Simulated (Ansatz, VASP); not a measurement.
One calculation of Mg, two programs

The input INCAR:

```
ALGO = Normal
EDIFF = 1E-7
ENCUT = 520
GGA = PE
ISIF = 2
ISMEAR = -1
LASPH = T
LCHARG = F
LREAL = F
LWAVE = F
NBANDS = 9
NELM = 80
PREC = Accurate
SIGMA = 0.1
```

Contents of KPOINTS:

```
k-points
0
Gamma
  9 9 9
```

POSCAR

```
Mg
1.0
    0.0000000000      3.5639693018      3.5639693018
    3.5639693018      0.0000000000      3.5639693018
    3.5639693018      3.5639693018      0.0000000000
Mg
2
Direct
    0.1250000000      0.1250000000      0.1250000000
    0.8750000000      0.8750000000      0.8750000000
```

Input for Ansatz:

```yaml
crystal:
  lattice:
    - [0.0, 3.5639693018, 3.5639693018]
    - [3.5639693018, 0.0, 3.5639693018]
    - [3.5639693018, 3.5639693018, 0.0]
  atoms:
    - { symbol: Mg, position: [0.125, 0.125, 0.125] }
    - { symbol: Mg, position: [0.875, 0.875, 0.875] }
hamiltonian:
  xc: pbe
  pseudopotentials:
    kind: paw
    azcp:
      Mg: "pseudopotentials/Mg.paw.azcp"
basis:
  ecutwfc: 420
  fft_grid_basis: typed
kpoints:
  mp_grid: { grid: [9, 9, 9], shift: [0, 0, 0] }
magnetization:
  spin_polarized: false
scf:
  occupations: { method: fermi_dirac, width: 0.1 }
  lower_state_search: "off"
output:
  stress: true
  write_density: true
  write_potential: true
  elf: true
  volumetric_format: npy
```

Alike in both runs: task single point; functional PBE; k mesh 9 × 9 × 9; occupations fermi-dirac, width 0.1 eV; no spin polarisation.

```csv
,VASP,Ansatz
version,VASP 6.6.1,Ansatz 0.2.0
potentials or method,"VASP PAW PBE potentials, release 64 (Mg), cutoff 520 eV","plane waves (420 eV) with PAW, scalar-relativistic"
valence electrons in the cell,4,20
```

```tsv
	VASP	Ansatz	Ansatz less VASP
pressure (GPa)	-1.0	-1.0	+0.02
```

VASP's potentials hold 4 valence electrons a cell and Ansatz's 20, so a difference there can come from the potentials and not from the codes.
